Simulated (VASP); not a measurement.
# CdSb2O2 (P6mm) in VASP: single point with PBE

Aim: the single point of CdSb2O2 with PBE.

Program: VASP 6.6.1. These are calculated values, not measurements. Logs are shortened: lines on timing, memory, paths and dates and some standing lists are left out, and cuts for length are marked.

## (1) The cell of the first run

Symmetry: P6mm, No. 183, hexagonal system. The conventional cell has a = 5.421 Å, b = 5.421 Å, c = 4.251 Å, α = 90.00°, β = 90.00°, γ = 120.00°. Cd (site symmetry 6mm) has 6 O at 3.30 Å and 12 Sb at 3.53 to 4.08 Å and 2 Cd at 4.25 Å within 4.3 Å. Within 2.1 Å of Sb (site symmetry 3m) lie 1 O at 1.56 Å. O (site symmetry 3m) has 1 Sb at 1.56 Å within 2.1 Å.

## (2) Single point, PBE

File INCAR:

```
PREC = Accurate ; ENCUT = 520
EDIFF = 1E-7 ; ISMEAR = 0
SIGMA = 0.1 ; LREAL = False
LASPH = True ; NELM = 100
ALGO = Normal ; ISIF = 2
LWAVE = False ; LCHARG = True
GGA = PE ; LELF = True
LVHAR = True ; NBANDS = 25
```

File KPOINTS:

```
regular mesh
0
Gamma
  6 6 4
```

File POSCAR:

```
CdSb2O2
1.0
    5.4212538300      0.0000000000      0.0000000000
   -2.7106269200      4.6949435400      0.0000000000
    0.0000000000      0.0000000000      4.2508548900
Cd Sb O
1 2 2
Direct
    0.0000000000      0.0000000000      0.8631880300
    0.3333333300      0.6666666700      0.4786919100
    0.6666666700      0.3333333300      0.4786919100
    0.3333333300      0.6666666700      0.1125924500
    0.6666666700      0.3333333300      0.1125924500
```

Potentials or basis: VASP PAW PBE potentials, release 64 (Cd, Sb, O).

Run with:

```console
cat potpaw_PBE.64/Cd/POTCAR potpaw_PBE.64/Sb/POTCAR potpaw_PBE.64/O/POTCAR > POTCAR
mpirun -np 1 vasp_std > vasp.out
```

OUTCAR:

```text
PREC = Accurate
   ENCUT = 520
   EDIFF = 1E-7
   ISMEAR = 0
   LREAL = False
   LASPH = True
   NELM = 100
   ISIF = 2
   GGA = PE

 ion  position               nearest neighbor table
   1  0.000  0.000  0.863-   2 3.53   3 3.53   3 3.53   2 3.53   3 3.53   2 3.53
   2  0.333  0.667  0.479-   4 1.56   4 2.69   3 3.13   3 3.13   3 3.13   1 3.53   1 3.53   1 3.53

   3  0.667  0.333  0.479-   5 1.56   5 2.69   2 3.13   2 3.13   2 3.13   1 3.53   1 3.53   1 3.53

   4  0.333  0.667  0.113-   2 1.56   2 2.69
   5  0.667  0.333  0.113-   3 1.56   3 2.69

  LATTYP: Found a hexagonal cell.
 ALAT       =     5.4212538300
 C/A-ratio  =     0.7841091790

  Lattice vectors:

 A1 = (   5.4212538300,   0.0000000000,   0.0000000000)
 A2 = (  -2.7106269200,   4.6949435400,   0.0000000000)
 A3 = (   0.0000000000,   0.0000000000,   4.2508548900)

Analysis of symmetry for initial positions (statically):
=====================================================================
 Subroutine PRICEL returns:
 Original cell was already a primitive cell.

 Routine SETGRP: Setting up the symmetry group for a
 hexagonal supercell.

 Subroutine GETGRP returns: Found 12 space group operations
 (whereof 12 operations were pure point group operations)
 out of a pool of 24 trial point group operations.

The static configuration has the point symmetry C_6v.

Analysis of symmetry for dynamics (positions and initial velocities):
=====================================================================
 Subroutine PRICEL returns:
 Original cell was already a primitive cell.

 Routine SETGRP: Setting up the symmetry group for a
 hexagonal supercell.

 Subroutine GETGRP returns: Found 12 space group operations
 (whereof 12 operations were pure point group operations)
 out of a pool of 24 trial point group operations.

The dynamic configuration has the point symmetry C_6v.

 Subroutine INISYM returns: Found 12 space group operations
 (whereof 12 operations are pure point group operations),
 and found     1 'primitive' translations

----------------------------------------------------------------------------------------

                                     Primitive cell

  volume of cell :     108.1948

  direct lattice vectors                    reciprocal lattice vectors
     5.421253830  0.000000000  0.000000000     0.184459173  0.106497554  0.000000000
    -2.710626920  4.694943540  0.000000000     0.000000000  0.212995107  0.000000000
     0.000000000  0.000000000  4.250854890     0.000000000  0.000000000  0.235246798

  length of vectors
     5.421253830  5.421253835  4.250854890     0.212995107  0.212995107  0.235246798

  position of ions in fractional coordinates (direct lattice)
     0.000000000  0.000000000  0.863188030
     0.333333330  0.666666670  0.478691910
     0.666666670  0.333333330  0.478691910
     0.333333330  0.666666670  0.112592450
     0.666666670  0.333333330  0.112592450

  ion indices of the primitive-cell ions
   primitive index   ion index
                 1           1
                 2           2
                 3           3
                 4           4
                 5           5

----------------------------------------------------------------------------------------

 KPOINTS: regular mesh

Automatic generation of k-mesh.
 Grid dimensions read from file:
 generate k-points for:    6    6    4

 Generating k-lattice:

  Cartesian coordinates                     Fractional coordinates (reciprocal lattice)
     0.030743196  0.017749592  0.000000000     0.166666667  0.000000000  0.000000000
     0.000000000  0.035499184  0.000000000     0.000000000  0.166666667  0.000000000
     0.000000000  0.000000000  0.058811699     0.000000000  0.000000000  0.250000000

  Length of vectors
     0.035499184  0.035499184  0.058811699

  Shift w.r.t. Gamma in fractional coordinates (k-lattice)
     0.000000000  0.000000000  0.000000000

 Subroutine IBZKPT returns following result:
 ===========================================

 Found     21 irreducible k-points:

 Following reciprocal coordinates:
            Coordinates               Weight
  0.000000  0.000000  0.000000      1.000000
  0.166667 -0.000000  0.000000      6.000000
  0.333333 -0.000000  0.000000      6.000000
  0.500000 -0.000000  0.000000      3.000000
  0.166667  0.166667  0.000000      6.000000
  0.333333  0.166667  0.000000     12.000000
[... 13 lines left out ...]
  0.333333  0.166667  0.500000     12.000000
  0.333333  0.333333  0.500000      2.000000
   k-points           NKPTS =     21   k-points in BZ     NKDIM =     21   number of bands    NBANDS=     25
   number of dos      NEDOS =    301   number of ions     NIONS =      5
   total plane-waves  NPLWV =  51200
   dimension x,y,z NGX =    40 NGY =   40 NGZ =   32
   dimension x,y,z NGXF=    80 NGYF=   80 NGZF=   64
   ions per type =               1   2   2
   NGX,Y,Z   is equivalent  to a cutoff of  12.27, 12.27, 12.51 a.u.
   NGXF,Y,Z  is equivalent  to a cutoff of  24.53, 24.53, 25.03 a.u.
 SYSTEM =  unknown system
   PREC   = accura    normal or accurate (medium, high low for compatibility)
   ISTART =      0    job   : 0-new  1-cont  2-samecut
   ICHARG =      2    charge: 1-file 2-atom 10-const
   ISPIN  =      1    spin polarized calculation?
   LNONCOLLINEAR =      F non collinear calculations
   LSORBIT =      F    spin-orbit coupling
   LASPH  =      T    aspherical Exc in radial PAW
   ENCUT  =  520.0 eV  38.22 Ry    6.18 a.u.  10.08 10.08  7.90*2*pi/ulx,y,z
   NELM   =    100;   NELMIN=  2; NELMDL= -5     # of ELM steps
   EDIFF  = 0.1E-06   stopping-criterion for ELM
   LREAL  =      F    real-space projection
   EDIFFG = 0.1E-05   stopping-criterion for IOM
   NSW    =      0    number of steps for IOM
   IBRION =     -1    ionic relax: 0-MD 1-quasi-New 2-CG
   NFREE  =      0    steps in history (QN), initial steepest desc. (CG)
   ISIF   =      2    stress and relaxation
   ISYM   =      2    0-nonsym 1-usesym 2-fastsym
   POTIM  = 0.5000    time-step for ionic-motion
   TEBEG  =    0.0;   TEEND  =   0.0 temperature during run
   PSTRESS=    0.0 pullay stress
   NELECT =      34.0000    total number of electrons
   NUPDOWN=      -1.0000    fix difference up-down
   EMIN   =  10.00;   EMAX   =-10.00  energy-range for DOS
   EFERMI =   0.00;   METHOD = LEGACY
   ISMEAR =     0;   SIGMA  =   0.10  broadening in eV -4-tet -1-fermi 0-gaus
   EFERMI_NEDOS =   21; number of points for ismear=-14 and -15
   IALGO  =     38    algorithm
   IMIX   =      4    mixing-type and parameters
     AMIX     =   0.40;   BMIX     =  1.00
     AMIX_MAG =   1.60;   BMIX_MAG =  1.00
  volume/ion in A,a.u.               =      21.64       146.03
  Fermi-wavevector in a.u.,A,eV,Ry     =   1.113010  2.103284 16.854774  1.238791
  Thomas-Fermi vector in A             =   2.249590
   LORBIT       =      0    0 simple, 1 ext, 2 COOP (PROOUT), +10 PAW based schemes
   GGA     = PE    functional components
   LHFCALC =     F    Hartree Fock is set to
   AEXX    =    0.0000 exact exchange contribution
   IVDW    =     0    specifies the selected vdW correction
   LEPSILON=     F    determine dielectric tensor
   LRPA    =     F    only Hartree local field effects (RPA)
 non-spin polarized calculation
 Gauss-broadening in eV      SIGMA  =   0.10
  energy-cutoff  :      520.00
  volume of cell :      108.19
 maximum number of plane-waves:      2932
   NGX = 21   NGY = 21   NGZ = 15

 number of electron      34.0000000 magnetization

 Free energy of the ion-electron system (eV)
  ---------------------------------------------------
  ext. energy  EPLUGINS =         0.00000000
  ---------------------------------------------------
  free energy    TOTEN  =       -13.81788574 eV

  energy without entropy =      -13.80272039  energy(sigma->0) =      -13.81030306

 E-fermi :   4.2676     XC(G=0):  -9.4392

 val. band max:        4.2568459161   @ k =   0.0000   0.0000   0.0000
 cond. band min:       4.2965765700   @ k =   0.1667  -0.0000   0.5000
 fundamental gap:      0.0397306539
 Fermi energy:         4.2676333420

 k-point     1 :       0.0000    0.0000    0.0000
  band No.  band energies     occupation
      1     -15.9191      2.00000
      2     -15.4224      2.00000
      3      -4.3021      2.00000
      4      -3.7536      2.00000
      5      -3.7258      2.00000
      6      -3.7258      2.00000
[... 17 lines left out ...]
     24      11.4864      0.00000
     25      13.0386      0.00000

 k-point     2 :       0.1667   -0.0000    0.0000
  band No.  band energies     occupation
      1     -15.8901      2.00000
      2     -15.4524      2.00000
      3      -4.2214      2.00000
      4      -3.7519      2.00000
      5      -3.7191      2.00000
      6      -3.7104      2.00000
[... 17 lines left out ...]
     24      11.2842      0.00000
     25      12.6236      0.00000

 k-point     3 :       0.3333   -0.0000    0.0000
  band No.  band energies     occupation
      1     -15.8151      2.00000
      2     -15.5293      2.00000
      3      -4.0244      2.00000
      4      -3.7450      2.00000
      5      -3.7106      2.00000
      6      -3.6824      2.00000
[... 17 lines left out ...]
     24      11.0528      0.00000
     25      11.8581      0.00000

 k-point     4 :       0.5000   -0.0000    0.0000
  band No.  band energies     occupation
      1     -15.7546      2.00000
      2     -15.5908      2.00000
      3      -3.9067      2.00000
      4      -3.7410      2.00000
      5      -3.7105      2.00000
      6      -3.6822      2.00000
[... 17 lines left out ...]
     24      10.6521      0.00000
     25      11.2437      0.00000
[... 393 lines left out ...]
 k-point    19 :       0.1667    0.1667    0.5000
  band No.  band energies     occupation
      1     -15.8025      2.00000
      2     -15.5052      2.00000
      3      -5.6294      2.00000
      4      -4.1121      2.00000
      5      -3.7327      2.00000
      6      -3.7177      2.00000
[... 17 lines left out ...]
     24      10.9028      0.00000
     25      11.4486      0.00000

 k-point    20 :       0.3333    0.1667    0.5000
  band No.  band energies     occupation
      1     -15.7289      2.00000
      2     -15.5805      2.00000
      3      -5.2782      2.00000
      4      -4.5533      2.00000
      5      -3.7374      2.00000
      6      -3.6792      2.00000
[... 17 lines left out ...]
     24      11.1729      0.00000
     25      11.9381      0.00000

 k-point    21 :       0.3333    0.3333    0.5000
  band No.  band energies     occupation
      1     -15.6550      2.00000
      2     -15.6550      2.00000
      3      -4.9289      2.00000
      4      -4.9289      2.00000
      5      -3.6965      2.00000
      6      -3.6965      2.00000
[... 17 lines left out ...]
     24      12.2317      0.00000
     25      12.2317      0.00000

------------------------ aborting loop because EDIFF is reached ----------------------------------------

  FORCE on cell =-STRESS in cart. coord.  units (eV):
  Direction    XX          YY          ZZ          XY          YZ          ZX
  --------------------------------------------------------------------------------------
  -------------------------------------------------------------------------------------
  Total        1.0875756      1.0875756     77.7858555     -0.0000000      0.0000000     -0.0000000
  in kB       16.1051080     16.1051080   1151.8735853     -0.0000000      0.0000000     -0.0000000
  external PRESSURE =     394.6946005 kB  Pullay stress =       0.0000000 kB

 VOLUME and BASIS-vectors are now :
 -----------------------------------------------------------------------------
  energy-cutoff  :      520.00
  volume of cell :      108.19
      direct lattice vectors                 reciprocal lattice vectors
     5.421253830  0.000000000  0.000000000     0.184459173  0.106497554  0.000000000
    -2.710626920  4.694943540  0.000000000     0.000000000  0.212995107  0.000000000
     0.000000000  0.000000000  4.250854890     0.000000000  0.000000000  0.235246798

 POSITION                                       TOTAL-FORCE (eV/Angst)
 -----------------------------------------------------------------------------------
      0.00000      0.00000      3.66929        -0.000000      0.000000     -0.271868
     -0.00000      3.12996      2.03485        -0.000000      0.000000     24.257648
      2.71063      1.56498      2.03485        -0.000000     -0.000000     24.257648
     -0.00000      3.12996      0.47861         0.000000     -0.000000    -24.121714
      2.71063      1.56498      0.47861        -0.000000     -0.000000    -24.121714
 -----------------------------------------------------------------------------------
    total drift:                                0.000000      0.000000      0.001996

  FREE ENERGIE OF THE ION-ELECTRON SYSTEM (eV)
  ---------------------------------------------------
  free  energy   TOTEN  =       -13.8178857403 eV

  energy  without entropy=      -13.8027203854  energy(sigma->0) =      -13.81030306
```

It took 59 s on 1 thread of Intel Xeon Platinum 8488C (Sapphire Rapids), shared host; peak memory 0.24 GiB.

What came out:

- Free energy: -13.8179 eV
- Pressure: 39.5 GPa
- Largest force: 24.258 eV/Å
- Band gap on the k mesh: zero (band 17 reaches 4.73 eV, above the bottom of band 18 at 3.76 eV)

Forces on the atoms (eV/Å):
```
Cd    0.000   0.000  -0.272
Sb    0.000   0.000  24.258
Sb    0.000   0.000  24.258
O     0.000   0.000 -24.122
O     0.000   0.000 -24.122
```

Levels at points of the mesh, in eV from the Fermi level:
| k point | band 15 | band 16 | band 17 | band 18 | band 19 | band 20 |
| --- | --- | --- | --- | --- | --- | --- |
| (0.00, 0.00, 0.00) | -3.52 | -1.02 | -0.01 | -0.01 | 1.35 | 1.35 |
| (0.50, 0.00, 0.00) | -3.62 | -1.75 | -0.52 | 1.88 | 3.49 | 4.41 |
| (0.00, 0.00, 0.50) | -1.16 | -1.02 | -1.02 | -0.26 | 1.13 | 1.13 |
| (0.50, 0.00, 0.50) | -1.94 | -1.84 | -0.69 | 0.69 | 2.78 | 3.37 |

Caveat: the k points lie up to 0.37 Å⁻¹ apart; spin-orbit coupling is left out, which moves the levels of the heavy elements; forces of over 1 eV/Å act on the atoms, so gaps and moduli don't describe the material at rest.
